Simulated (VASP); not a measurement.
# Mg (Im-3m) in VASP: notebook

Mg is run at these levels: revPBE; tasks: single point.

All numbers are computed with VASP 6.6.1; they aren't measurements. Logs are shortened: lines on timing, memory, paths and dates and some standing lists are left out, and cuts for length are marked.

**1. The cell of the first run**

It takes space group Im-3m (No. 229, cubic). Conventional cell: a = 3.611 Å, b = 3.611 Å, c = 3.611 Å, α = 90.00°, β = 90.00°, γ = 90.00°. Within 4.1 Å of Mg (site symmetry m-3m) lie 14 Mg at 3.13 to 3.61 Å.

**2. Single point, revPBE**

File INCAR:

```
SYSTEM = Mg
ALGO     = Normal         ! electronic algorithm
EDIFF    = 1E-7           ! SCF threshold, eV
ENCUT    = 520            ! plane-wave cutoff, eV
GGA      = RE             ! functional
ISIF     = 2              ! what is computed and relaxed
ISMEAR   = -1             ! smearing method
LASPH    = .TRUE.         ! aspherical terms in the spheres
LCHARG   = .FALSE.        ! write CHGCAR
LREAL    = .FALSE.        ! projectors in reciprocal space
LWAVE    = .FALSE.        ! write WAVECAR
NBANDS   = 7              ! bands
NELM     = 100            ! most SCF steps
PREC     = Accurate       ! precision mode
SIGMA    = 0.1            ! smearing width, eV
```

File KPOINTS:

```
k-points
0
G
  12 12 12
  0 0 0
```

File POSCAR:

```
Mg
1.0
   -1.8056528772      1.8056528772      1.8056528772
    1.8056528772     -1.8056528772      1.8056528772
    1.8056528772      1.8056528772     -1.8056528772
Mg
1
Direct
    0.0000000000      0.0000000000      0.0000000000
```

Potentials or basis: VASP PAW PBE potentials, release 64 (Mg).

Command:

```sh
cat potpaw_PBE.64/Mg/POTCAR > POTCAR
mpirun -np 1 vasp_std > vasp.out
```

OUTCAR:

```text
SYSTEM = Mg
   EDIFF = 1E-7
   ENCUT = 520
   GGA = RE
   ISIF = 2
   ISMEAR = -1
   LASPH = .TRUE.
   LREAL = .FALSE.
   NELM = 100
   PREC = Accurate

 ion  position               nearest neighbor table
   1  0.000  0.000  0.000-

  LATTYP: Found a body centered cubic cell.
 ALAT       =     3.6113057544

  Lattice vectors:

 A1 = (  -1.8056528772,   1.8056528772,   1.8056528772)
 A2 = (   1.8056528772,  -1.8056528772,   1.8056528772)
 A3 = (   1.8056528772,   1.8056528772,  -1.8056528772)

Analysis of symmetry for initial positions (statically):
=====================================================================
 Subroutine PRICEL returns:
 Original cell was already a primitive cell.

 Routine SETGRP: Setting up the symmetry group for a
 body centered cubic supercell.

 Subroutine GETGRP returns: Found 48 space group operations
 (whereof 48 operations were pure point group operations)
 out of a pool of 48 trial point group operations.

The static configuration has the point symmetry O_h .

Analysis of symmetry for dynamics (positions and initial velocities):
=====================================================================
 Subroutine PRICEL returns:
 Original cell was already a primitive cell.

 Routine SETGRP: Setting up the symmetry group for a
 body centered cubic supercell.

 Subroutine GETGRP returns: Found 48 space group operations
 (whereof 48 operations were pure point group operations)
 out of a pool of 48 trial point group operations.

The dynamic configuration has the point symmetry O_h .

 Subroutine INISYM returns: Found 48 space group operations
 (whereof 48 operations are pure point group operations),
 and found     1 'primitive' translations

----------------------------------------------------------------------------------------

                                     Primitive cell

  volume of cell :      23.5485

  direct lattice vectors                    reciprocal lattice vectors
    -1.805652877  1.805652877  1.805652877     0.000000000  0.276908151  0.276908151
     1.805652877 -1.805652877  1.805652877     0.276908151  0.000000000  0.276908151
     1.805652877  1.805652877 -1.805652877     0.276908151  0.276908151  0.000000000

  length of vectors
     3.127482524  3.127482524  3.127482524     0.391607263  0.391607263  0.391607263

  position of ions in fractional coordinates (direct lattice)
     0.000000000  0.000000000  0.000000000

  ion indices of the primitive-cell ions
   primitive index   ion index
                 1           1

----------------------------------------------------------------------------------------

 KPOINTS: k-points

Automatic generation of k-mesh.
 Grid dimensions read from file:
 generate k-points for:   12   12   12

 Generating k-lattice:

  Cartesian coordinates                     Fractional coordinates (reciprocal lattice)
     0.000000000  0.023075679  0.023075679     0.083333333  0.000000000  0.000000000
     0.023075679  0.000000000  0.023075679     0.000000000  0.083333333  0.000000000
     0.023075679  0.023075679  0.000000000     0.000000000  0.000000000  0.083333333

  Length of vectors
     0.032633939  0.032633939  0.032633939

  Shift w.r.t. Gamma in fractional coordinates (k-lattice)
     0.000000000  0.000000000  0.000000000

 Subroutine IBZKPT returns following result:
 ===========================================

 Found     72 irreducible k-points:

 Following reciprocal coordinates:
            Coordinates               Weight
  0.000000  0.000000  0.000000      1.000000
  0.083333  0.000000  0.000000     12.000000
  0.166667  0.000000  0.000000     12.000000
  0.250000  0.000000  0.000000     12.000000
  0.333333  0.000000  0.000000     12.000000
  0.416667  0.000000  0.000000     12.000000
[... 16 lines left out ...]
  0.333333  0.083333  0.083333     24.000000
  0.416667  0.083333  0.083333     12.000000
 [... further k-points ...]
   k-points           NKPTS =     72   k-points in BZ     NKDIM =     72   number of bands    NBANDS=      7
   number of dos      NEDOS =    301   number of ions     NIONS =      1
   total plane-waves  NPLWV =  13824
   dimension x,y,z NGX =    24 NGY =   24 NGZ =   24
   dimension x,y,z NGXF=    48 NGYF=   48 NGZF=   48
   ions per type =               1
   NGX,Y,Z   is equivalent  to a cutoff of  12.76, 12.76, 12.76 a.u.
   NGXF,Y,Z  is equivalent  to a cutoff of  25.52, 25.52, 25.52 a.u.
 SYSTEM =  Mg
   PREC   = accura    normal or accurate (medium, high low for compatibility)
   ISTART =      0    job   : 0-new  1-cont  2-samecut
   ICHARG =      2    charge: 1-file 2-atom 10-const
   ISPIN  =      1    spin polarized calculation?
   LNONCOLLINEAR =      F non collinear calculations
   LSORBIT =      F    spin-orbit coupling
   LASPH  =      T    aspherical Exc in radial PAW
   ENCUT  =  520.0 eV  38.22 Ry    6.18 a.u.   5.82  5.82  5.82*2*pi/ulx,y,z
   NELM   =    100;   NELMIN=  2; NELMDL= -5     # of ELM steps
   EDIFF  = 0.1E-06   stopping-criterion for ELM
   LREAL  =      F    real-space projection
   EDIFFG = 0.1E-05   stopping-criterion for IOM
   NSW    =      0    number of steps for IOM
   IBRION =     -1    ionic relax: 0-MD 1-quasi-New 2-CG
   NFREE  =      0    steps in history (QN), initial steepest desc. (CG)
   ISIF   =      2    stress and relaxation
   ISYM   =      2    0-nonsym 1-usesym 2-fastsym
   POTIM  = 0.5000    time-step for ionic-motion
   TEBEG  =    0.0;   TEEND  =   0.0 temperature during run
   PSTRESS=    0.0 pullay stress
   NELECT =       2.0000    total number of electrons
   NUPDOWN=      -1.0000    fix difference up-down
   EMIN   =  10.00;   EMAX   =-10.00  energy-range for DOS
   EFERMI =   0.00;   METHOD = LEGACY
   ISMEAR =    -1;   SIGMA  =   0.10  broadening in eV -4-tet -1-fermi 0-gaus
   EFERMI_NEDOS =   21; number of points for ismear=-14 and -15
   IALGO  =     38    algorithm
   IMIX   =      4    mixing-type and parameters
     AMIX     =   0.40;   BMIX     =  1.00
     AMIX_MAG =   1.60;   BMIX_MAG =  1.00
  volume/ion in A,a.u.               =      23.55       158.91
  Fermi-wavevector in a.u.,A,eV,Ry     =   0.719610  1.359866  7.045623  0.517839
  Thomas-Fermi vector in A             =   1.808850
   LORBIT       =      0    0 simple, 1 ext, 2 COOP (PROOUT), +10 PAW based schemes
   GGA     = RE    functional components
   LHFCALC =     F    Hartree Fock is set to
   AEXX    =    0.0000 exact exchange contribution
   IVDW    =     0    specifies the selected vdW correction
   LEPSILON=     F    determine dielectric tensor
   LRPA    =     F    only Hartree local field effects (RPA)
 non-spin polarized calculation
  energy-cutoff  :      520.00
  volume of cell :       23.55
 maximum number of plane-waves:       682
   NGX = 11   NGY = 11   NGZ = 11

 number of electron       2.0000000 magnetization

 Free energy of the ion-electron system (eV)
  ---------------------------------------------------
  ext. energy  EPLUGINS =         0.00000000
  ---------------------------------------------------
  free energy    TOTEN  =        -1.33575888 eV

  energy without entropy =       -1.31963737  energy(sigma->0) =       -1.32769812

 E-fermi :   2.5940     XC(G=0):  -8.3359

 val. band max:        2.5357328431   @ k =   0.4167   0.0833   0.0000
 cond. band min:       2.6210753371   @ k =  -0.4167  -0.4167   0.0833
 fundamental gap:      0.0853424940
 Fermi energy:         2.5940361186

 k-point     1 :       0.0000    0.0000    0.0000
  band No.  band energies     occupation
      1      -4.2282      2.00000
      2      15.4826      0.00000
      3      15.4826      0.00000
      4      15.4826      0.00000
      5      17.4408      0.00000
      6      17.4408      0.00000
      7      17.5040      0.00000

 k-point     2 :       0.0833    0.0000    0.0000
  band No.  band energies     occupation
      1      -4.0676      2.00000
      2      13.7135      0.00000
      3      14.7271      0.00000
      4      14.7640      0.00000
      5      16.1317      0.00000
      6      16.5130      0.00000
      7      17.7553      0.00000

 k-point     3 :       0.1667    0.0000    0.0000
  band No.  band energies     occupation
      1      -3.5873      2.00000
      2      10.8773      0.00000
      3      13.5326      0.00000
      4      13.7412      0.00000
      5      14.8862      0.00000
      6      15.8141      0.00000
      7      18.2564      0.00000

 k-point     4 :       0.2500    0.0000    0.0000
  band No.  band energies     occupation
      1      -2.7920      2.00000
      2       8.1529      0.00000
      3      12.5045      0.00000
      4      12.8962      0.00000
      5      13.9043      0.00000
      6      15.0907      0.00000
      7      19.0232      0.00000

 k-point     5 :       0.3333    0.0000    0.0000
  band No.  band energies     occupation
      1      -1.6895      2.00000
      2       5.6576      0.00000
      3      11.7475      0.00000
      4      12.2853      0.00000
      5      13.2019      0.00000
      6      14.4775      0.00000
      7      19.8616      0.00000

 k-point     6 :       0.4167    0.0000    0.0000
  band No.  band energies     occupation
      1      -0.2940      2.00000
      2       3.4239      0.00050
      3      11.2878      0.00000
      4      11.9180      0.00000
      5      12.7807      0.00000
      6      14.0756      0.00000
      7      20.8499      0.00000

 k-point     7 :       0.5000    0.0000    0.0000
  band No.  band energies     occupation
      1       1.1379      2.00000
      2       1.7123      1.99970
      3      11.1338      0.00000
      4      11.7956      0.00000
      5      12.6404      0.00000
      6      13.9365      0.00000
      7      21.4977      0.00000
[... 121 lines left out ...]
 k-point    20 :       0.0833    0.0833    0.0833
  band No.  band energies     occupation
      1      -3.2684      2.00000
      2      10.8912      0.00000
      3      10.8912      0.00000
      4      11.9338      0.00000
      5      17.4331      0.00000
      6      17.4331      0.00000
      7      18.3705      0.00000

 k-point    21 :       0.1667    0.0833    0.0833
  band No.  band energies     occupation
      1      -2.4757      2.00000
      2       8.3717      0.00000
      3       9.8545      0.00000
      4      10.8455      0.00000
      5      17.0460      0.00000
      6      17.3955      0.00000
      7      19.1926      0.00000

 k-point    22 :       0.2500    0.0833    0.0833
  band No.  band energies     occupation
      1      -1.3770      2.00000
      2       5.9263      0.00000
      3       9.1094      0.00000
      4      10.1323      0.00000
      5      16.4025      0.00000
      6      16.9870      0.00000
      7      20.0866      0.00000

 k-point    23 :       0.3333    0.0833    0.0833
  band No.  band energies     occupation
      1       0.0129      2.00000
      2       3.7146      0.00003
      3       8.6614      0.00000
      4       9.7054      0.00000
      5      15.9884      0.00000
      6      16.6774      0.00000
      7      21.0868      0.00000

 k-point    24 :       0.4167    0.0833    0.0833
  band No.  band energies     occupation
      1       1.4318      1.99998
      2       2.0204      1.99357
      3       8.5119      0.00000
      4       9.5627      0.00000
      5      15.8480      0.00000
      6      16.5668      0.00000
      7      21.7315      0.00000

 [... further k-points ...]

------------------------ aborting loop because EDIFF is reached ----------------------------------------

  FORCE on cell =-STRESS in cart. coord.  units (eV):
  Direction    XX          YY          ZZ          XY          YZ          ZX
  --------------------------------------------------------------------------------------
  -------------------------------------------------------------------------------------
  Total       -0.0265227     -0.0265227     -0.0265227      0.0000000     -0.0000000      0.0000000
  in kB       -1.8045383     -1.8045383     -1.8045383      0.0000000     -0.0000000      0.0000000
  external PRESSURE =      -1.8045383 kB  Pullay stress =       0.0000000 kB

 VOLUME and BASIS-vectors are now :
 -----------------------------------------------------------------------------
  energy-cutoff  :      520.00
  volume of cell :       23.55
      direct lattice vectors                 reciprocal lattice vectors
    -1.805652877  1.805652877  1.805652877     0.000000000  0.276908151  0.276908151
     1.805652877 -1.805652877  1.805652877     0.276908151  0.000000000  0.276908151
     1.805652877  1.805652877 -1.805652877     0.276908151  0.276908151  0.000000000

 POSITION                                       TOTAL-FORCE (eV/Angst)
 -----------------------------------------------------------------------------------
      0.00000      0.00000      0.00000         0.000000      0.000000     -0.000000
 -----------------------------------------------------------------------------------
    total drift:                                0.000000      0.000000      0.000000

  FREE ENERGIE OF THE ION-ELECTRON SYSTEM (eV)
  ---------------------------------------------------
  free  energy   TOTEN  =        -1.3357588792 eV

  energy  without entropy=       -1.3196373654  energy(sigma->0) =       -1.32769812
```

Run time: 10 s. Hardware: 1 thread of AMD EPYC 7R43 (Zen 3), shared host; peak memory 0.1 GiB.

What came out:

```
Free energy            : -1.3358 eV
Pressure               : -0.2 GPa
Band gap on the k mesh : zero (band 1 reaches 6.40 eV, above the bottom of band 2 at 1.71 eV)
```

Caveat: the PAW data sets were made with another functional, which shifts forces and pressure a little.

**3. Single point, revPBE (volume scaled by 0.88)**

File INCAR:

```
SYSTEM = Mg
  ALGO = Normal
  EDIFF = 1E-6
  ENCUT = 520
  GGA = RE
  ISIF = 2
  ISMEAR = -1
  LASPH = .TRUE.
  LCHARG = .FALSE.
  LREAL = .FALSE.
  LWAVE = .FALSE.
  NBANDS = 7
  NELM = 100
  PREC = Accurate
  SIGMA = 0.1
```

File KPOINTS:

```
k-points
0
G
  14 14 14
  0 0 0
```

File POSCAR:

```
Mg
1.0
   -1.7303282102      1.7303282102      1.7303282102
    1.7303282102     -1.7303282102      1.7303282102
    1.7303282102      1.7303282102     -1.7303282102
Mg
1
Direct
    0.0000000000      0.0000000000      0.0000000000
```

Potentials or basis: VASP PAW PBE potentials, release 64 (Mg).

Command:

```sh
cat potpaw_PBE.64/Mg/POTCAR > POTCAR
mpirun -np 1 vasp_std > vasp.out
```

Wall time 15 s (1 thread of AMD EPYC 7R43 (Zen 3), shared host); peak memory 0.1 GiB.

The run converged. Its results:

* Free energy: -1.2984 eV
* Pressure: 5.4 GPa
* Band gap on the k mesh: zero (band 1 reaches 7.29 eV, above the bottom of band 2 at 2.43 eV)

Levels at points of the mesh, in eV from the Fermi level:
```
           k point  band 1  band 2  band 3  band 4  band 5
(0.00, 0.00, 0.00)   -7.45   13.71   13.71   13.71   15.80
(0.50, 0.00, 0.00)   -1.71   -0.93    8.95   10.17   10.84
(0.50, 0.50, 0.50)    3.94    3.94    4.13    4.13    4.13
```

Caveat: the PAW data sets were made with another functional, which shifts forces and pressure a little.

**4. Single point, revPBE (volume scaled by 0.92)**

File INCAR:

```
SYSTEM = Mg
PREC = Accurate
ENCUT = 520
EDIFF = 1E-6
ISMEAR = -1
SIGMA = 0.1
LREAL = .FALSE.
LASPH = .TRUE.
NELM = 80
ALGO = Normal
ISIF = 2
LWAVE = .FALSE.
LCHARG = .TRUE.
GGA = RE
LELF = .TRUE.
LVHAR = .TRUE.
NBANDS = 7
```

File KPOINTS:

```
Automatic mesh
0
G
  14 14 14
  0 0 0
```

File POSCAR:

```
Mg
1.0
   -1.7561578124      1.7561578124      1.7561578124
    1.7561578124     -1.7561578124      1.7561578124
    1.7561578124      1.7561578124     -1.7561578124
Mg
1
Direct
    0.0000000000      0.0000000000      0.0000000000
```

Command:

```sh
cat potpaw_PBE.64/Mg/POTCAR > POTCAR
mpirun -np 1 vasp_std > vasp.out
```

Run time: 14 s. Hardware: 1 thread of AMD EPYC 7R43 (Zen 3), shared host; peak memory 0.11 GiB.

The run converged. Its results:

| Property | Result |
| --- | --- |
| Free energy | -1.3233 eV |
| Pressure | 3.1 GPa |
| Band gap on the k mesh | zero (band 1 reaches 7.03 eV, above the bottom of band 2 at 2.17 eV) |

Levels at points of the mesh, in eV from the Fermi level:
| k point | band 1 | band 2 | band 3 | band 4 | band 5 |
| --- | --- | --- | --- | --- | --- |
| (0.00, 0.00, 0.00) | -7.24 | 13.40 | 13.40 | 13.40 | 15.44 |
| (0.50, 0.00, 0.00) | -1.64 | -0.93 | 8.79 | 9.80 | 10.54 |
| (0.50, 0.50, 0.50) | 3.94 | 3.94 | 4.00 | 4.00 | 4.00 |

Caveat: the PAW data sets were made with another functional, which shifts forces and pressure a little.

**5. Single point, revPBE (volume scaled by 0.96)**

File INCAR:

```
PREC = Accurate
ENCUT = 520
EDIFF = 1E-6
ISMEAR = -1
SIGMA = 0.1
LREAL = False
LASPH = True
NELM = 80
ALGO = Normal
ISIF = 2
LWAVE = False
LCHARG = False
GGA = RE
NBANDS = 7
```

File KPOINTS:

```
regular mesh
0
Gamma
  14 14 14
```

File POSCAR:

```
Mg
1.0
   -1.7812491711      1.7812491711      1.7812491711
    1.7812491711     -1.7812491711      1.7812491711
    1.7812491711      1.7812491711     -1.7812491711
Mg
1
Direct
    0.0000000000      0.0000000000      0.0000000000
```

Command:

```sh
cat potpaw_PBE.64/Mg/POTCAR > POTCAR
mpirun -np 1 vasp_std > vasp.out
```

Wall time 12 s (1 thread of AMD EPYC 7R43 (Zen 3), shared host); peak memory 0.11 GiB.

It converged, with:

| Property | Result |
| --- | --- |
| Free energy | -1.3363 eV |
| Pressure | 1.3 GPa |
| Band gap on the k mesh | zero (band 1 reaches 6.73 eV, above the bottom of band 2 at 1.93 eV) |

Levels at points of the mesh, in eV from the Fermi level:
```
           k point  band 1  band 2  band 3  band 4  band 5
(0.00, 0.00, 0.00)   -7.05   13.11   13.11   13.11   15.11
(0.50, 0.00, 0.00)   -1.57   -0.93    8.64    9.47   10.26
(0.50, 0.50, 0.50)    3.87    3.87    3.87    3.93    3.93
```

Caveat: the PAW data sets were made with another functional, which shifts forces and pressure a little.

**6. Summary**

```csv
cell,k mesh,gap on the mesh (eV),pressure (GPa)
"a = 3.127 Å, angles 109.5°, 1 atom",12 × 12 × 12,none,-0.2
"a = 2.997 Å, angles 109.5°, 1 atom",14 × 14 × 14,none,5.4
"a = 3.042 Å, angles 109.5°, 1 atom",14 × 14 × 14,none,3.1
"a = 3.085 Å, angles 109.5°, 1 atom",14 × 14 × 14,none,1.3
```

Alike in all rows: task single point; level revPBE; potentials or basis VASP PAW PBE potentials, release 64 (Mg); no spin polarisation; cutoff (eV) 520; smearing fermi-dirac 0.1 eV.

Caveats: the PAW data sets were made with another functional, which shifts forces and pressure a little.

Absolute energies hang on the potentials; compare differences alone.
